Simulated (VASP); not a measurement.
# Si (P-1) in VASP: notebook

Si is run at these levels: PBE; tasks: single point.

All numbers are computed with VASP 6.6.1; they aren't measurements. Logs are shortened: lines on timing, memory, paths and dates and some standing lists are left out, and cuts for length are marked.

### 1 The cell of the first run

The typed cell holds 2 atoms: a = 2.558 Å, b = 2.426 Å, c = 4.123 Å, α = 88.70°, β = 90.13°, γ = 121.90°.

### 2 Single point, PBE

Contents of INCAR:

```
PREC = Accurate ; ENCUT = 520
EDIFF = 1E-7 ; ISMEAR = -1
SIGMA = 0.1 ; LREAL = F
LASPH = T ; NELM = 100
ALGO = Normal ; ISIF = 2
LWAVE = F ; LCHARG = F
GGA = PE ; NBANDS = 11
```

Contents of KPOINTS:

```
Automatic mesh
0
Gamma
  9 9 5
```

Contents of POSCAR:

```
Si
1.0
    2.5577500000     -0.0019000000     -0.0028000000
   -1.2805200000      2.0601800000      0.0276800000
   -0.0047500000      0.0515600000      4.1222600000
Si
2
Direct
    0.2982300000      0.6411700000      0.2690800000
    0.6906400000      0.3391200000      0.7655000000
```

Potentials or basis: VASP PAW PBE potentials, release 64 (Si).

On the command line:

```sh
$ cat potpaw_PBE.64/Si/POTCAR > POTCAR
$ mpirun -np 1 vasp_std > vasp.out
```

OUTCAR:

```text
PREC = Accurate
   ENCUT = 520
   EDIFF = 1E-7
   ISMEAR = -1
   LREAL = F
   LASPH = T
   NELM = 100
   ISIF = 2
   GGA = PE

 ion  position               nearest neighbor table
   1  0.298  0.641  0.269-   2 2.43   2 2.47   2 2.50   2 2.53   2 2.54   2 2.59
   2  0.691  0.339  0.766-   1 2.43   1 2.47   1 2.50   1 2.53   1 2.54   1 2.59

  LATTYP: Found a triclinic cell.
 ALAT       =     2.4258687692
 B/A-ratio  =     0.9986067025
 C/A-ratio  =     1.6994262941
 COS(alpha) =     0.0202885349
 COS(beta)  =     0.0226390250
 COS(gamma) =     0.4433821758

  Lattice vectors:

 A1 = (   1.2805200000,  -2.0601800000,  -0.0276800000)
 A2 = (  -1.2772300000,  -2.0582800000,  -0.0248800000)
 A3 = (   0.0047500000,  -0.0515600000,  -4.1222600000)

Analysis of symmetry for initial positions (statically):
=====================================================================
 Subroutine PRICEL returns:
 Original cell was already a primitive cell.

 Routine SETGRP: Setting up the symmetry group for a
 triclinic supercell.

 Subroutine GETGRP returns: Found  2 space group operations
 (whereof  1 operations were pure point group operations)
 out of a pool of  2 trial point group operations.

The static configuration has the point symmetry C_1 .
 The point group associated with its full space group is S_2 .

Analysis of symmetry for dynamics (positions and initial velocities):
=====================================================================
 Subroutine PRICEL returns:
 Original cell was already a primitive cell.

 Routine SETGRP: Setting up the symmetry group for a
 triclinic supercell.

 Subroutine GETGRP returns: Found  2 space group operations
 (whereof  1 operations were pure point group operations)
 out of a pool of  2 trial point group operations.

The dynamic configuration has the point symmetry C_1 .
 The point group associated with its full space group is S_2 .

 Subroutine INISYM returns: Found  2 space group operations
 (whereof  1 operations are pure point group operations),
 and found     1 'primitive' translations

----------------------------------------------------------------------------------------

                                     Primitive cell

  volume of cell :      21.7084

  direct lattice vectors                    reciprocal lattice vectors
     2.557750000 -0.001900000 -0.002800000     0.391146414  0.243154731 -0.002590597
    -1.280520000  2.060180000  0.027680000     0.000354145  0.485696217 -0.006074536
    -0.004750000  0.051560000  4.122260000     0.000263304 -0.003096175  0.242624407

  length of vectors
     2.557752238  2.425868769  4.122585172     0.460571874  0.485734332  0.242644305

  position of ions in fractional coordinates (direct lattice)
     0.298230000  0.641170000  0.269080000
     0.690640000  0.339120000  0.765500000

  ion indices of the primitive-cell ions
   primitive index   ion index
                 1           1
                 2           2

----------------------------------------------------------------------------------------

 KPOINTS: Automatic mesh

Automatic generation of k-mesh.
 Grid dimensions read from file:
 generate k-points for:    9    9    5

 Generating k-lattice:

  Cartesian coordinates                     Fractional coordinates (reciprocal lattice)
     0.043460713  0.027017192 -0.000287844     0.111111111 -0.000000000  0.000000000
     0.000039349  0.053966246 -0.000674948     0.000000000  0.111111111  0.000000000
     0.000052661 -0.000619235  0.048524881     0.000000000 -0.000000000  0.200000000

  Length of vectors
     0.051174653  0.053970481  0.048528861

  Shift w.r.t. Gamma in fractional coordinates (k-lattice)
     0.000000000  0.000000000  0.000000000

 Subroutine IBZKPT returns following result:
 ===========================================

 Found    203 irreducible k-points:

 Following reciprocal coordinates:
            Coordinates               Weight
  0.000000  0.000000  0.000000      1.000000
  0.111111  0.000000  0.000000      2.000000
  0.222222  0.000000  0.000000      2.000000
  0.333333  0.000000  0.000000      2.000000
  0.444444  0.000000  0.000000      2.000000
  0.000000  0.111111  0.000000      2.000000
[... 16 lines left out ...]
 -0.111111  0.222222  0.000000      2.000000
 -0.000000  0.333333  0.000000      2.000000
 [... further k-points ...]
   k-points           NKPTS =    203   k-points in BZ     NKDIM =    203   number of bands    NBANDS=     11
   number of dos      NEDOS =    301   number of ions     NIONS =      2
   total plane-waves  NPLWV =  11520
   dimension x,y,z NGX =    20 NGY =   18 NGZ =   32
   dimension x,y,z NGXF=    40 NGYF=   36 NGZF=   64
   ions per type =               2
   NGX,Y,Z   is equivalent  to a cutoff of  13.00, 12.34, 12.90 a.u.
   NGXF,Y,Z  is equivalent  to a cutoff of  26.00, 24.67, 25.81 a.u.
 SYSTEM =  unknown system
   PREC   = accura    normal or accurate (medium, high low for compatibility)
   ISTART =      0    job   : 0-new  1-cont  2-samecut
   ICHARG =      2    charge: 1-file 2-atom 10-const
   ISPIN  =      1    spin polarized calculation?
   LNONCOLLINEAR =      F non collinear calculations
   LSORBIT =      F    spin-orbit coupling
   LASPH  =      T    aspherical Exc in radial PAW
   ENCUT  =  520.0 eV  38.22 Ry    6.18 a.u.   4.76  4.51  7.67*2*pi/ulx,y,z
   NELM   =    100;   NELMIN=  2; NELMDL= -5     # of ELM steps
   EDIFF  = 0.1E-06   stopping-criterion for ELM
   LREAL  =      F    real-space projection
   EDIFFG = 0.1E-05   stopping-criterion for IOM
   NSW    =      0    number of steps for IOM
   IBRION =     -1    ionic relax: 0-MD 1-quasi-New 2-CG
   NFREE  =      0    steps in history (QN), initial steepest desc. (CG)
   ISIF   =      2    stress and relaxation
   ISYM   =      2    0-nonsym 1-usesym 2-fastsym
   POTIM  = 0.5000    time-step for ionic-motion
   TEBEG  =    0.0;   TEEND  =   0.0 temperature during run
   PSTRESS=    0.0 pullay stress
   NELECT =       8.0000    total number of electrons
   NUPDOWN=      -1.0000    fix difference up-down
   EMIN   =  10.00;   EMAX   =-10.00  energy-range for DOS
   EFERMI =   0.00;   METHOD = LEGACY
   ISMEAR =    -1;   SIGMA  =   0.10  broadening in eV -4-tet -1-fermi 0-gaus
   EFERMI_NEDOS =   21; number of points for ismear=-14 and -15
   IALGO  =     38    algorithm
   IMIX   =      4    mixing-type and parameters
     AMIX     =   0.40;   BMIX     =  1.00
     AMIX_MAG =   1.60;   BMIX_MAG =  1.00
  volume/ion in A,a.u.               =      10.85        73.25
  Fermi-wavevector in a.u.,A,eV,Ry     =   1.173713  2.217997 18.743431  1.377603
  Thomas-Fermi vector in A             =   2.310122
   LORBIT       =      0    0 simple, 1 ext, 2 COOP (PROOUT), +10 PAW based schemes
   GGA     = PE    functional components
   LHFCALC =     F    Hartree Fock is set to
   AEXX    =    0.0000 exact exchange contribution
   IVDW    =     0    specifies the selected vdW correction
   LEPSILON=     F    determine dielectric tensor
   LRPA    =     F    only Hartree local field effects (RPA)
 non-spin polarized calculation
  energy-cutoff  :      520.00
  volume of cell :       21.71
 maximum number of plane-waves:       599
   NGX =  9   NGY =  9   NGZ = 15

 number of electron       8.0000000 magnetization

 Free energy of the ion-electron system (eV)
  ---------------------------------------------------
  ext. energy  EPLUGINS =         0.00000000
  ---------------------------------------------------
  free energy    TOTEN  =        -9.03753182 eV

  energy without entropy =       -9.01318392  energy(sigma->0) =       -9.02535787

 E-fermi :  14.2989     XC(G=0): -12.3930

 val. band max:       14.2946163567   @ k =   0.4444  -0.3333   0.2000
 cond. band min:      14.3064547754   @ k =   0.3333  -0.4444   0.2000
 fundamental gap:      0.0118384187
 Fermi energy:        14.2989168304

 k-point     1 :       0.0000    0.0000    0.0000
  band No.  band energies     occupation
      1      -2.9670      2.00000
      2       5.3113      2.00000
      3       5.4765      2.00000
      4      24.3642      0.00000
      5      24.7204      0.00000
      6      25.8733      0.00000
      7      26.8565      0.00000
      8      26.9734      0.00000
      9      28.8220      0.00000
     10      30.1786      0.00000
     11      30.2936      0.00000

 k-point     2 :       0.1111    0.0000    0.0000
  band No.  band energies     occupation
      1      -2.5869      2.00000
      2       5.6584      2.00000
      3       5.8510      2.00000
      4      20.0612      0.00000
      5      23.0434      0.00000
      6      25.6263      0.00000
      7      26.7182      0.00000
      8      27.4342      0.00000
      9      28.2411      0.00000
     10      29.2765      0.00000
     11      29.6657      0.00000

 k-point     3 :       0.2222    0.0000    0.0000
  band No.  band energies     occupation
      1      -1.4519      2.00000
      2       6.7052      2.00000
      3       6.9465      2.00000
      4      15.0102      0.00163
      5      21.1864      0.00000
      6      22.3157      0.00000
      7      22.8097      0.00000
      8      24.2111      0.00000
      9      28.2661      0.00000
     10      29.0896      0.00000
     11      29.5692      0.00000

 k-point     4 :       0.3333    0.0000    0.0000
  band No.  band energies     occupation
      1       0.4222      2.00000
      2       8.3889      2.00000
      3       8.5763      2.00000
      4      10.7066      2.00000
      5      17.8660      0.00000
      6      18.2644      0.00000
      7      20.5885      0.00000
      8      22.7448      0.00000
      9      27.3446      0.00000
     10      27.8934      0.00000
     11      29.5848      0.00000
[... 239 lines left out ...]
 k-point    22 :      -0.2222    0.2222    0.0000
  band No.  band energies     occupation
      1      -1.4567      2.00000
      2       6.6794      2.00000
      3       6.9662      2.00000
      4      14.8969      0.00505
      5      21.2322      0.00000
      6      22.2633      0.00000
      7      22.9138      0.00000
      8      24.5329      0.00000
      9      28.2162      0.00000
     10      29.0864      0.00000
     11      29.4695      0.00000

 k-point    23 :      -0.1111    0.2222    0.0000
  band No.  band energies     occupation
      1      -1.7473      2.00000
      2       6.3772      2.00000
      3       6.7184      2.00000
      4      17.3203      0.00000
      5      19.8710      0.00000
      6      24.3897      0.00000
      7      25.1846      0.00000
      8      26.4819      0.00000
      9      26.5447      0.00000
     10      27.8095      0.00000
     11      28.6360      0.00000

 k-point    24 :      -0.0000    0.3333    0.0000
  band No.  band energies     occupation
      1       0.7958      2.00000
      2       8.6096      2.00000
      3       9.0796      2.00000
      4      12.1440      2.00000
      5      18.0846      0.00000
      6      18.8122      0.00000
      7      19.6683      0.00000
      8      21.4884      0.00000
      9      25.1033      0.00000
     10      25.9401      0.00000
     11      28.1541      0.00000

 [... further k-points ...]
[... 5 lines left out ...]
  --------------------------------------------------------------------------------------
  -------------------------------------------------------------------------------------
  Total        5.5086121      6.5839932      7.1221876      0.1450636     -0.2341138     -0.1037924
  in kB      406.5599253    485.9278061    525.6489325     10.7063376    -17.2786363     -7.6603403
  external PRESSURE =     472.7122213 kB  Pullay stress =       0.0000000 kB

 VOLUME and BASIS-vectors are now :
 -----------------------------------------------------------------------------
  energy-cutoff  :      520.00
  volume of cell :       21.71
      direct lattice vectors                 reciprocal lattice vectors
     2.557750000 -0.001900000 -0.002800000     0.391146414  0.243154731 -0.002590597
    -1.280520000  2.060180000  0.027680000     0.000354145  0.485696217 -0.006074536
    -0.004750000  0.051560000  4.122260000     0.000263304 -0.003096175  0.242624407

 POSITION                                       TOTAL-FORCE (eV/Angst)
 -----------------------------------------------------------------------------------
     -0.05951      1.33423      1.12613         0.108960      0.041939     -0.170179
      1.32860      0.73681      3.16304        -0.108960     -0.041939      0.170179
 -----------------------------------------------------------------------------------
    total drift:                               -0.000000      0.000000      0.000001

  FREE ENERGIE OF THE ION-ELECTRON SYSTEM (eV)
  ---------------------------------------------------
  free  energy   TOTEN  =        -9.0375318212 eV

  energy  without entropy=       -9.0131839188  energy(sigma->0) =       -9.02535787
```

Run time: 53 s. Hardware: 1 thread of Intel Xeon 8259CL, shared host; peak memory 0.16 GiB.

What came out:

- Free energy: -9.0375 eV
- Pressure: 47.3 GPa
- Largest force: 0.206 eV/Å
- Band gap on the k mesh: zero (band 4 reaches 24.36 eV, above the bottom of band 5 at 10.69 eV)

Forces on the atoms (eV/Å):
```
Si   0.109  0.042 -0.170
Si  -0.109 -0.042  0.170
```

### 3 Single point, PBE

Contents of INCAR:

```
PREC = Accurate
ENCUT = 520
EDIFF = 1E-6
ISMEAR = -1
SIGMA = 0.1
LREAL = F
LASPH = T
NELM = 80
ALGO = Normal
ISIF = 2
LWAVE = F
LCHARG = F
GGA = PE
NBANDS = 11
```

KPOINTS is that of step 2.

POSCAR: that of step 2 with these lines changed.

```diff
@@ -9,2 +9,2 @@
     0.2982300000      0.6411700000      0.2690800000
-    0.6906400000      0.3391200000      0.7655000000
+    0.6925957321      0.3391217707      0.7655013165
```

Potentials or basis: VASP PAW PBE potentials, release 64 (Si).

On the command line:

```sh
$ cat potpaw_PBE.64/Si/POTCAR > POTCAR
$ mpirun -np 1 vasp_std > vasp.out
```

Wall time 53 s (1 thread of Intel Xeon 8259CL, shared host); peak memory 0.15 GiB.

It converged, with:

```
Free energy            : -9.0370 eV
Pressure               : 47.3 GPa
Largest force          : 0.210 eV/Å
Band gap on the k mesh : zero (band 4 reaches 24.36 eV, above the bottom of band 5 at 10.69 eV)
```

Forces in eV/Å, atoms in the order of the input:
```
Si   0.114  0.043 -0.171
Si  -0.114 -0.043  0.171
```

Stress tensor (GPa, compression positive):
```
40.67  1.10 -0.80
 1.10 48.62 -1.72
-0.80 -1.72 52.65
```

Levels at points of the mesh, in eV from the Fermi level:
```csv
k point,band 1,band 2,band 3,band 4,band 5,band 6,band 7,band 8,band 9
"(0.00, 0.00, 0.00)",-17.27,-8.99,-8.82,10.06,10.42,11.57,12.55,12.68,14.52
```
